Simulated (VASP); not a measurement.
A run of VASP 6.6.1:

Contents of INCAR:

```
SYSTEM = Zn2BF
PREC     = Accurate       ! precision mode
ENCUT    = 600            ! plane-wave cutoff, eV
EDIFF    = 1E-6           ! SCF threshold, eV
ISMEAR   = 0              ! smearing method
SIGMA    = 0.15           ! smearing width, eV
LREAL    = .False.        ! projectors in reciprocal space
LASPH    = .True.         ! aspherical terms in the spheres
NELM     = 120            ! most SCF steps
ALGO     = Normal         ! electronic algorithm
ISIF     = 2              ! what is computed and relaxed
LWAVE    = .False.        ! write WAVECAR
LCHARG   = .False.        ! write CHGCAR
GGA      = PE             ! functional
NBANDS   = 25             ! bands
GGA_COMPAT= .False.
```

The input KPOINTS:

```
regular mesh
0
Gamma
  4 4 4
  0 0 0
```

Contents of POSCAR:

```
Zn2BF
1.0
    4.2841979199      0.0000000000      0.0000000000
    0.0000000000      4.2841979199      0.0000000000
    0.0000000000      0.0000000000      2.4145976476
Zn B F
2 1 1
Direct
    0.0000000000      0.5000000000      0.5000000000
    0.5000000000      0.0000000000      0.5000000000
    0.5000000000      0.5000000000      0.0000000000
    0.0000000000      0.0000000000      0.0000000000
```

Potentials or basis: VASP PAW PBE potentials, release 64 (Zn, B, F).

Run with:

```sh
$ cat potpaw_PBE.64/Zn/POTCAR potpaw_PBE.64/B/POTCAR potpaw_PBE.64/F/POTCAR > POTCAR
$ mpirun -np 1 vasp_std > vasp.out
```

Hardware: 1 thread of AMD EPYC 9R45 (Zen 5) (shared host).

Q: Estimate the wall time of this run.

A: Wall time 14 s on 1 thread of AMD EPYC 9R45 (Zen 5), on a shared host, peak memory 0.14 GiB. Counts: scf iterations 14, k points 18.
